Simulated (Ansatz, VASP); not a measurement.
This is a calculation of Ba for Ansatz 0.2.0.

Contents of input.yaml:

```yaml
crystal:
  lattice:
    - [-2.4553325815, 2.4553325815, 2.4553325815]
    - [2.4553325815, -2.4553325815, 2.4553325815]
    - [2.4553325815, 2.4553325815, -2.4553325815]
  atoms:
    - { symbol: Ba, position: [0.0, 0.0, 0.0] }
hamiltonian:
  xc: lda
  pseudopotentials: { kind: paw }
kpoints:
  mp_grid: { grid: [8, 8, 8] }
scf:
  occupations: { method: fermi_dirac, width: 0.05 }
output:
  forces: true
  stress: true
  eigenvalues: true
```

Potentials or basis: Ansatz PAW.

Launch:

```console
$ ansatz run input.yaml --threads 2 --pin off --max-ram 5632MiB --backend cpu --events-out ev --progress --plain --runs-dir out
```

Set up the same calculation for VASP 6.6.1. Potentials there: VASP PAW LDA potentials, release 64 (Ba_sv).

As run (the cutoff follows the program's own potentials):

The input INCAR:

```
SYSTEM = Ba
PREC = Accurate
ENCUT = 520
EDIFF = 1E-6
ISMEAR = -1
SIGMA = 0.05
LREAL = .FALSE.
LASPH = .TRUE.
NELM = 100
ALGO = Fast
ISIF = 2
LWAVE = .FALSE.
LCHARG = .FALSE.
NBANDS = 11
```

The input KPOINTS:

```
regular mesh
0
G
  8 8 8
  0 0 0
```

File POSCAR:

```
Ba
1.0
   -2.4553325815      2.4553325815      2.4553325815
    2.4553325815     -2.4553325815      2.4553325815
    2.4553325815      2.4553325815     -2.4553325815
Ba
1
Direct
    0.0000000000      0.0000000000      0.0000000000
```

Potentials or basis: VASP PAW LDA potentials, release 64 (Ba_sv).

Launch:

```bash
$ cat potpaw_LDA.64/Ba_sv/POTCAR > POTCAR
$ mpirun -np 1 vasp_std > vasp.out
```

Both were run:

|  | VASP | Ansatz | Ansatz less VASP |
| --- | --- | --- | --- |
| gap on the k mesh at the Fermi level (eV) | none | none | - |
| pressure (GPa) | -0.8 | -0.9 | -0.04 |

LDA's correlation is that of Perdew and Zunger in VASP and of Perdew and Wang (1992) in Ansatz. A gap of «none» marks a metal or a gap that the smearing closes.

Neither program's run includes spin-orbit coupling.
